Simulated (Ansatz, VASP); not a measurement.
## Zn: VASP beside Ansatz

The input INCAR:

```
PREC = Accurate
ENCUT = 600
EDIFF = 1E-7
ISMEAR = 0
SIGMA = 0.1
LREAL = False
LASPH = True
NELM = 60
ALGO = Normal
ISIF = 3
LWAVE = False
LCHARG = False
GGA = PS
IBRION = 2
NSW = 90
EDIFFG = -0.04
```

Contents of KPOINTS:

```
Automatic mesh
0
Gamma
  6 6 6
```

Contents of POSCAR:

```
Zn
1.0
    1.4671859615      0.8470802098      7.0908176894
   -1.4671859615      0.8470802098      7.0908176894
    0.0000000000     -1.6941604196      7.0908176894
Zn
3
Direct
    0.0000000000      0.0000000000      0.0000000000
    0.2222200000      0.2222200000      0.2222200000
    0.7777800000      0.7777800000      0.7777800000
```

Input for Ansatz:

```yaml
crystal:
  lattice:
    - [1.4671859615, 0.8470802098, 7.0908176894]
    - [-1.4671859615, 0.8470802098, 7.0908176894]
    - [0.0, -1.6941604196, 7.0908176894]
  atoms:
    - { symbol: Zn, position: [0.0, 0.0, 0.0] }
    - { symbol: Zn, position: [0.22222, 0.22222, 0.22222] }
    - { symbol: Zn, position: [0.77778, 0.77778, 0.77778] }
basis:
  ecutwfc: 420
kpoints:
  mp_grid: { grid: [6, 6, 6] }
hamiltonian:
  xc: pbesol
scf:
  occupations: { method: gaussian, width: 0.1 }
  lower_state_search: "off"
output:
  forces: true
  stress: true
  eigenvalues: true
relax:
  adjacent_minimum: "off"
  f_tol: 0.04
  max_steps: 70
  cell: { stress_tol: 0.4 }
```

Alike in both runs: task relaxation of cell and atoms; functional PBEsol; k mesh 6 × 6 × 6; occupations gaussian, width 0.1 eV; no spin polarisation.

|  | VASP | Ansatz |
| --- | --- | --- |
| version | VASP 6.6.1 | Ansatz 0.2.0 |
| potentials or method | VASP PAW PBE potentials, release 64 (Zn), cutoff 600 eV | scalar-relativistic, plane waves, PAW |
| valence electrons in the cell | 36 | 36 |

|  | VASP | Ansatz | Ansatz less VASP |
| --- | --- | --- | --- |
| gap on the k mesh at the Fermi level, each at its own relaxed structure (eV) | none | none | - |
| relaxed volume (Å³/atom) | 14.17 | 14.09 | -0.074 |
| relaxed cell length with the largest relative difference (Å) | 6.359 | 6.336 | -0.0229 |

VASP's potentials were made for PBE, not for PBEsol. A gap of «none» marks a metal or a gap that the smearing closes.

The k mesh is coarse, so the values compare programs but aren't converged. Noted on VASP's run: the volume moved by over 15 % at a fixed basis, so the end points are rough.
